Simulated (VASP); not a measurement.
# Tl (I4_1/amd) in VASP: further runs

The runs below take Tl through single point, relaxation of shape and atoms at fixed volume, with PBE.

Program: VASP 6.6.1. These are calculated values, not measurements. Logs are shortened: lines on timing, memory, paths and dates and some standing lists are left out, and cuts for length are marked.

### 1 The cell of the first run

It takes space group I4_1/amd (No. 141, tetragonal). The conventional cell has a = 6.123 Å, b = 6.123 Å, c = 3.272 Å, α = 90.00°, β = 90.00°, γ = 90.00°. Tl (site symmetry -4m2) has 10 Tl at 3.17 to 3.92 Å within 4.2 Å.

### 2 Single point, PBE (30.67 Å³/atom)

INCAR

```
SYSTEM = Tl
PREC = Accurate
ENCUT = 520
EDIFF = 1E-6
ISMEAR = -1
SIGMA = 0.08
LREAL = .False.
LASPH = .True.
NELM = 100
ALGO = Normal
ISIF = 2
LWAVE = .False.
LCHARG = .True.
GGA = PE
LELF = .True.
LVHAR = .True.
NBANDS = 20
```

KPOINTS

```
regular mesh
0
Gamma
  13 13 13
  0 0 0
```

POSCAR

```
Tl
1.0
   -3.0616106038      3.0616106038      1.6359304194
    3.0616106038     -3.0616106038      1.6359304194
    3.0616106038      3.0616106038     -1.6359304194
Tl
2
Direct
   -0.3750000000     -0.1250000000     -0.2500000000
    0.3750000000      0.1250000000      0.2500000000
```

Potentials or basis: VASP PAW PBE potentials, release 64 (Tl_d).

Started as:

```
> cat potpaw_PBE.64/Tl_d/POTCAR > POTCAR
> mpirun -np 1 vasp_std > vasp.out
```

OUTCAR:

```text
SYSTEM = Tl
   PREC = Accurate
   ENCUT = 520
   EDIFF = 1E-6
   ISMEAR = -1
   LREAL = .False.
   LASPH = .True.
   NELM = 100
   ISIF = 2
   GGA = PE

 ion  position               nearest neighbor table
   1  0.625  0.875  0.750-   2 3.17   2 3.17   2 3.17   2 3.17   2 3.92   2 3.92   2 3.92   2 3.92

   2  0.375  0.125  0.250-   1 3.17   1 3.17   1 3.17   1 3.17   1 3.92   1 3.92   1 3.92   1 3.92

  LATTYP: Found a body centered tetragonal cell.
 ALAT       =     6.1232212076
 C/A-ratio  =     0.5343365408

  Lattice vectors:

 A1 = (  -3.0616106038,   3.0616106038,   1.6359304194)
 A2 = (   3.0616106038,  -3.0616106038,   1.6359304194)
 A3 = (   3.0616106038,   3.0616106038,  -1.6359304194)

Analysis of symmetry for initial positions (statically):
=====================================================================
 Subroutine PRICEL returns:
 Original cell was already a primitive cell.

 Routine SETGRP: Setting up the symmetry group for a
 body centered tetragonal supercell.

 Subroutine GETGRP returns: Found 16 space group operations
 (whereof  4 operations were pure point group operations)
 out of a pool of 16 trial point group operations.

The static configuration has the point symmetry C_2h.
 The point group associated with its full space group is D_4h.

Analysis of symmetry for dynamics (positions and initial velocities):
=====================================================================
 Subroutine PRICEL returns:
 Original cell was already a primitive cell.

 Routine SETGRP: Setting up the symmetry group for a
 body centered tetragonal supercell.

 Subroutine GETGRP returns: Found 16 space group operations
 (whereof  4 operations were pure point group operations)
 out of a pool of 16 trial point group operations.

The dynamic configuration has the point symmetry C_2h.
 The point group associated with its full space group is D_4h.

 Subroutine INISYM returns: Found 16 space group operations
 (whereof  4 operations are pure point group operations),
 and found     1 'primitive' translations

----------------------------------------------------------------------------------------

                                     Primitive cell

  volume of cell :      61.3373

  direct lattice vectors                    reciprocal lattice vectors
    -3.061610604  3.061610604  1.635930419     0.000000000  0.163312735  0.305636471
     3.061610604 -3.061610604  1.635930419     0.163312735  0.000000000  0.305636471
     3.061610604  3.061610604 -1.635930419     0.163312735  0.163312735  0.000000000

  length of vectors
     4.628518912  4.628518912  4.628518912     0.346532396  0.346532396  0.230959084

  position of ions in fractional coordinates (direct lattice)
     0.625000000  0.875000000  0.750000000
     0.375000000  0.125000000  0.250000000

  ion indices of the primitive-cell ions
   primitive index   ion index
                 1           1
                 2           2

----------------------------------------------------------------------------------------

 KPOINTS: regular mesh

Automatic generation of k-mesh.
 Grid dimensions read from file:
 generate k-points for:   13   13   13

 Generating k-lattice:

  Cartesian coordinates                     Fractional coordinates (reciprocal lattice)
     0.000000000  0.012562518  0.023510498     0.076923077  0.000000000 -0.000000000
     0.012562518  0.000000000  0.023510498     0.000000000  0.076923077 -0.000000000
     0.012562518  0.012562518  0.000000000     0.000000000  0.000000000  0.076923077

  Length of vectors
     0.026656338  0.026656338  0.017766083

  Shift w.r.t. Gamma in fractional coordinates (k-lattice)
     0.000000000  0.000000000  0.000000000

 Subroutine IBZKPT returns following result:
 ===========================================

 Found    196 irreducible k-points:

 Following reciprocal coordinates:
            Coordinates               Weight
  0.000000  0.000000  0.000000      1.000000
  0.076923 -0.000000  0.000000      8.000000
  0.153846  0.000000  0.000000      8.000000
  0.230769  0.000000 -0.000000      8.000000
  0.307692  0.000000  0.000000      8.000000
  0.384615 -0.000000  0.000000      8.000000
[... 16 lines left out ...]
  0.384615  0.153846  0.000000     16.000000
  0.461538  0.153846  0.000000     16.000000
 [... further k-points ...]
   k-points           NKPTS =    196   k-points in BZ     NKDIM =    196   number of bands    NBANDS=     20
   number of dos      NEDOS =    301   number of ions     NIONS =      2
   total plane-waves  NPLWV =  46656
   dimension x,y,z NGX =    36 NGY =   36 NGZ =   36
   dimension x,y,z NGXF=    72 NGYF=   72 NGZF=   72
   ions per type =               2
   NGX,Y,Z   is equivalent  to a cutoff of  12.93, 12.93, 12.93 a.u.
   NGXF,Y,Z  is equivalent  to a cutoff of  25.86, 25.86, 25.86 a.u.
 SYSTEM =  Tl
   PREC   = accura    normal or accurate (medium, high low for compatibility)
   ISTART =      0    job   : 0-new  1-cont  2-samecut
   ICHARG =      2    charge: 1-file 2-atom 10-const
   ISPIN  =      1    spin polarized calculation?
   LNONCOLLINEAR =      F non collinear calculations
   LSORBIT =      F    spin-orbit coupling
   LASPH  =      T    aspherical Exc in radial PAW
   ENCUT  =  520.0 eV  38.22 Ry    6.18 a.u.   8.61  8.61  8.61*2*pi/ulx,y,z
   NELM   =    100;   NELMIN=  2; NELMDL= -5     # of ELM steps
   EDIFF  = 0.1E-05   stopping-criterion for ELM
   LREAL  =      F    real-space projection
   EDIFFG = 0.1E-04   stopping-criterion for IOM
   NSW    =      0    number of steps for IOM
   IBRION =     -1    ionic relax: 0-MD 1-quasi-New 2-CG
   NFREE  =      0    steps in history (QN), initial steepest desc. (CG)
   ISIF   =      2    stress and relaxation
   ISYM   =      2    0-nonsym 1-usesym 2-fastsym
   POTIM  = 0.5000    time-step for ionic-motion
   TEBEG  =    0.0;   TEEND  =   0.0 temperature during run
   PSTRESS=    0.0 pullay stress
   NELECT =      26.0000    total number of electrons
   NUPDOWN=      -1.0000    fix difference up-down
   EMIN   =  10.00;   EMAX   =-10.00  energy-range for DOS
   EFERMI =   0.00;   METHOD = LEGACY
   ISMEAR =    -1;   SIGMA  =   0.08  broadening in eV -4-tet -1-fermi 0-gaus
   EFERMI_NEDOS =   21; number of points for ismear=-14 and -15
   IALGO  =     38    algorithm
   IMIX   =      4    mixing-type and parameters
     AMIX     =   0.40;   BMIX     =  1.00
     AMIX_MAG =   1.60;   BMIX_MAG =  1.00
  volume/ion in A,a.u.               =      30.67       206.96
  Fermi-wavevector in a.u.,A,eV,Ry     =   1.229771  2.323931 20.576602  1.512338
  Thomas-Fermi vector in A             =   2.364646
   LORBIT       =      0    0 simple, 1 ext, 2 COOP (PROOUT), +10 PAW based schemes
   GGA     = PE    functional components
   LHFCALC =     F    Hartree Fock is set to
   AEXX    =    0.0000 exact exchange contribution
   IVDW    =     0    specifies the selected vdW correction
   LEPSILON=     F    determine dielectric tensor
   LRPA    =     F    only Hartree local field effects (RPA)
 non-spin polarized calculation
  energy-cutoff  :      520.00
  volume of cell :       61.34
 maximum number of plane-waves:      1677
   NGX = 17   NGY = 17   NGZ = 17

 number of electron      26.0000004 magnetization

 Free energy of the ion-electron system (eV)
  ---------------------------------------------------
  ext. energy  EPLUGINS =         0.00000000
  ---------------------------------------------------
  free energy    TOTEN  =        -4.24569147 eV

  energy without entropy =       -4.22373117  energy(sigma->0) =       -4.23471132

 E-fermi :   5.9979     XC(G=0):  -9.7966

 val. band max:        5.9969357030   @ k =  -0.3846   0.1538  -0.0000
 cond. band min:       6.0061832960   @ k =  -0.1538   0.1538   0.0000
 fundamental gap:      0.0092475930
 Fermi energy:         5.9978576597

 k-point     1 :       0.0000    0.0000    0.0000
  band No.  band energies     occupation
      1      -6.2220      2.00000
      2      -6.0278      2.00000
      3      -6.0226      2.00000
      4      -5.9852      2.00000
      5      -5.4605      2.00000
      6      -5.4605      2.00000
[... 12 lines left out ...]
     19      15.0238      0.00000
     20      16.9171      0.00000

 k-point     2 :       0.0769   -0.0000    0.0000
  band No.  band energies     occupation
      1      -6.2135      2.00000
      2      -6.0135      2.00000
      3      -5.9916      2.00000
      4      -5.9394      2.00000
      5      -5.4990      2.00000
      6      -5.4961      2.00000
[... 12 lines left out ...]
     19      13.9707      0.00000
     20      16.7044      0.00000

 k-point     3 :       0.1538    0.0000    0.0000
  band No.  band energies     occupation
      1      -6.1867      2.00000
      2      -5.9737      2.00000
      3      -5.9143      2.00000
      4      -5.8223      2.00000
      5      -5.5733      2.00000
      6      -5.5453      2.00000
[... 12 lines left out ...]
     19      13.5415      0.00000
     20      15.6216      0.00000

 k-point     4 :       0.2308    0.0000   -0.0000
  band No.  band energies     occupation
      1      -6.1467      2.00000
      2      -5.9192      2.00000
      3      -5.8446      2.00000
      4      -5.7102      2.00000
      5      -5.6584      2.00000
      6      -5.5447      2.00000
[... 12 lines left out ...]
     19      12.9104      0.00000
     20      14.8753      0.00000

 k-point     5 :       0.3077    0.0000    0.0000
  band No.  band energies     occupation
      1      -6.1073      2.00000
      2      -5.8785      2.00000
      3      -5.8345      2.00000
      4      -5.7337      2.00000
      5      -5.7181      2.00000
      6      -5.5590      2.00000
[... 12 lines left out ...]
     19      13.3732      0.00000
     20      14.3506      0.00000
[... 353 lines left out ...]
      6      -5.6468      2.00000
[... 12 lines left out ...]
     19      13.8078      0.00000
     20      14.6370      0.00000

 k-point    22 :       0.3077    0.1538    0.0000
  band No.  band energies     occupation
      1      -6.1010      2.00000
      2      -5.9398      2.00000
      3      -5.8101      2.00000
      4      -5.7865      2.00000
      5      -5.6733      2.00000
      6      -5.6662      2.00000
[... 12 lines left out ...]
     19      14.4850      0.00000
     20      15.1155      0.00000

 k-point    23 :       0.3846    0.1538    0.0000
  band No.  band energies     occupation
      1      -6.0781      2.00000
      2      -5.9428      2.00000
      3      -5.8609      2.00000
      4      -5.7719      2.00000
      5      -5.6769      2.00000
      6      -5.6285      2.00000
[... 12 lines left out ...]
     19      14.7949      0.00000
     20      15.8110      0.00000

 k-point    24 :       0.4615    0.1538    0.0000
  band No.  band energies     occupation
      1      -6.0527      2.00000
      2      -5.9088      2.00000
      3      -5.8798      2.00000
      4      -5.7705      2.00000
      5      -5.6583      2.00000
      6      -5.6155      2.00000
[... 12 lines left out ...]
     19      15.2345      0.00000
     20      15.9557      0.00000

 [... further k-points ...]
[... 5 lines left out ...]
  --------------------------------------------------------------------------------------
  -------------------------------------------------------------------------------------
  Total        0.8997205      0.8997205      0.8885042     -0.0000000      0.0000000     -0.0000000
  in kB       23.5013846     23.5013846     23.2084079     -0.0000000      0.0000000     -0.0000000
  external PRESSURE =      23.4037257 kB  Pullay stress =       0.0000000 kB

 VOLUME and BASIS-vectors are now :
 -----------------------------------------------------------------------------
  energy-cutoff  :      520.00
  volume of cell :       61.34
      direct lattice vectors                 reciprocal lattice vectors
    -3.061610604  3.061610604  1.635930419     0.000000000  0.163312735  0.305636471
     3.061610604 -3.061610604  1.635930419     0.163312735  0.000000000  0.305636471
     3.061610604  3.061610604 -1.635930419     0.163312735  0.163312735  0.000000000

 POSITION                                       TOTAL-FORCE (eV/Angst)
 -----------------------------------------------------------------------------------
      3.06161      1.53081      1.22695         0.000000     -0.000000     -0.000000
      0.00000      1.53081      0.40898        -0.000000      0.000000      0.000000
 -----------------------------------------------------------------------------------
    total drift:                               -0.000000     -0.000000      0.000000

  FREE ENERGIE OF THE ION-ELECTRON SYSTEM (eV)
  ---------------------------------------------------
  free  energy   TOTEN  =        -4.2456914703 eV

  energy  without entropy=       -4.2237311718  energy(sigma->0) =       -4.23471132
```

Run time: 73 s. Hardware: 1 thread of Intel Xeon 6975P-C (Granite Rapids), shared host; peak memory 0.34 GiB.

What came out:

```
Free energy            : -4.2457 eV
Pressure               : 2.3 GPa
Band gap on the k mesh : zero (bands 13 and 14 overlap by 5.35 eV)
```

Caveat: spin-orbit coupling is left out, which moves the levels of the heavy elements.

### 3 Single point, PBE (30.67 Å³/atom)

INCAR

```
ALGO     = Normal         # electronic algorithm
EDIFF    = 1E-7           # SCF threshold, eV
ENCUT    = 520            # plane-wave cutoff, eV
GGA      = PE             # functional
ISIF     = 2              # what is computed and relaxed
ISMEAR   = -1             # smearing method
LASPH    = True           # aspherical terms in the spheres
LCHARG   = False          # write CHGCAR
LREAL    = False          # projectors in reciprocal space
LWAVE    = False          # write WAVECAR
NBANDS   = 20             # bands
NELM     = 100            # most SCF steps
PREC     = Accurate       # precision mode
SIGMA    = 0.08           # smearing width, eV
```

KPOINTS

```
k-points
0
Gamma
  13 13 13
```

POSCAR is that of step 2.

Potentials or basis: VASP PAW PBE potentials, release 64 (Tl_d).

Started as:

```
> cat potpaw_PBE.64/Tl_d/POTCAR > POTCAR
> mpirun -np 1 vasp_std > vasp.out
```

Run time: 70 s. Hardware: 1 thread of Intel Xeon 6975P-C (Granite Rapids), shared host; peak memory 0.33 GiB.

The run converged. Its results:

| Property | Result |
| --- | --- |
| Free energy | -4.2457 eV |
| Pressure | 2.3 GPa |
| Band gap on the k mesh | zero (bands 13 and 14 overlap by 5.35 eV) |

Levels at points of the mesh, in eV from the Fermi level:
| k point | band 11 | band 12 | band 13 | band 14 | band 15 | band 16 |
| --- | --- | --- | --- | --- | --- | --- |
| (0.00, 0.00, 0.00) | -9.89 | -3.06 | -0.29 | -0.29 | 4.86 | 7.53 |

Caveat: spin-orbit coupling is left out, which moves the levels of the heavy elements.

(Part 1 of 3 ends here.)

The gap in the log of VASP goes by the Fermi energy; the results here count the filled bands.